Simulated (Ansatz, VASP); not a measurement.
Zn in VASP and in Ansatz

The input INCAR:

```
SYSTEM = Zn
ALGO = Fast
EDIFF = 1E-6
EDIFFG = -0.001
ENCUT = 600
GGA = CA
IBRION = 2
ISIF = 3
ISMEAR = -1
LASPH = .True.
LCHARG = .False.
LREAL = .False.
LWAVE = .False.
NELM = 100
NSW = 80
PREC = Accurate
SIGMA = 0.15
```

KPOINTS

```
k-points
0
Gamma
  15 15 8
  0 0 0
```

Contents of POSCAR:

```
Zn
1.0
    2.5489339311      0.0000000000      0.0000000000
   -1.2744669656      2.2074415369      0.0000000000
    0.0000000000      0.0000000000      4.8621587307
Zn
2
Direct
    0.3333333333      0.6666666667      0.2500000000
    0.6666666667      0.3333333333      0.7500000000
```

Input for Ansatz:

```yaml
crystal:
  lattice:
    - [2.5489339311, 0.0, 0.0]
    - [-1.2744669656, 2.2074415369, 0.0]
    - [0.0, 0.0, 4.8621587307]
  atoms:
    - { symbol: Zn, position: [0.3333333333, 0.6666666667, 0.25] }
    - { symbol: Zn, position: [0.6666666667, 0.3333333333, 0.75] }
basis:
  ecutwfc: 420
kpoints:
  mp_grid: { grid: [15, 15, 8] }
hamiltonian:
  xc: lda
  pseudopotentials: { kind: paw, azcp: { folder: soft_1 } }
scf:
  occupations: { method: fermi_dirac, width: 0.15 }
output:
  forces: true
  stress: true
  eigenvalues: true
relax:
  adjacent_minimum: "off"
  f_tol: 0.001
  max_steps: 60
  cell: { stress_tol: 0.01 }
```

Alike in both runs: task relaxation of cell and atoms; functional LDA; k mesh 15 × 15 × 8; occupations fermi-dirac, width 0.15 eV; no spin polarisation.

|  | VASP | Ansatz |
| --- | --- | --- |
| version | VASP 6.6.1 | Ansatz 0.2.0 |
| potentials or method | VASP PAW LDA potentials, release 64 (Zn), cutoff 600 eV | scalar-relativistic, plane waves, PAW |
| valence electrons in the cell | 24 | 24 |

Ansatz gave:

| Item | Value |
| --- | --- |
| gap on the k mesh at the Fermi level, each at its own relaxed structure (eV) | none |
| relaxed volume (Å³/atom) | 13.69 |
| relaxed cell length with the largest relative difference (Å) | 2.550 |

Estimate VASP's values.

gap on the k mesh at the Fermi level, each at its own relaxed structure (eV): none; relaxed volume (Å³/atom): 13.78; relaxed cell length with the largest relative difference (Å): 2.556.

Ansatz warns that its potentials were made for another functional, while VASP's fit it. LDA's correlation is that of Perdew and Zunger in VASP and of Perdew and Wang (1992) in Ansatz. A gap of «none» marks a metal or a gap that the smearing closes.
